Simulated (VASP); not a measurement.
A run of VASP 6.6.1 is set up as follows.

INCAR

```
PREC = Accurate ; ENCUT = 600
EDIFF = 1E-6 ; ISMEAR = 0
SIGMA = 0.02 ; LREAL = False
LASPH = True ; NELM = 80
ALGO = Normal ; ISIF = 3
LWAVE = False ; LCHARG = False
GGA = PE ; IBRION = 2
NSW = 100 ; EDIFFG = -0.01
```

The input KPOINTS:

```
regular mesh
0
Gamma
  8 6 6
```

POSCAR

```
AlN
1.0
    3.2566400478      0.0000000000      0.0000000000
    0.2993186195      4.7714344203      0.0000000000
    0.5745659395      2.3199107266      4.2643169559
Al N
3 3
Direct
    0.3316325941      0.8963453890      0.9061674345
    0.5823916545      0.1460698071      0.2720605672
    0.9334340327      0.5031865061      0.4856177589
    0.4405199732      0.7428495942      0.3367797452
    0.9807693551      0.2667133436      0.9178419650
    0.1459392204      0.4448353400      0.0815325392
```

Potentials or basis: VASP PAW PBE potentials, release 64 (Al, N).

Launch:

```bash
$ cat potpaw_PBE.64/Al/POTCAR potpaw_PBE.64/N/POTCAR > POTCAR
$ mpirun -np 1 vasp_std > vasp.out
```

Predict the space group after relaxing (to 0.05 Å).

P1 (No. 1).

Predict the relaxed cell.

a = 3.255 Å, b = 4.777 Å, c = 4.886 Å, α = 61.23°, β = 83.19°, γ = 86.32°.

Predict the band gap on the k mesh.

0.68 eV, indirect (least direct gap 0.73 eV).

Estimate the relaxed volume.

11.02 Å³/atom.

The path:
```tsv
step	energy change (eV)	largest force (eV/Å)	pressure (GPa)	volume (Å³)
1	0.0000	0.0321	-0.29	66.26
2	-0.0002	0.0325	0.17	66.07
3	-0.0002	0.0251	0.06	66.12
4	-0.0003	0.0126	0.00	66.12
5	-0.0003	0.0149	-0.02	66.13
6	-0.0003	0.0073	0.01	66.11
```

A k mesh can miss the band edges. As with any semilocal functional, this PBE gap is likely too small.
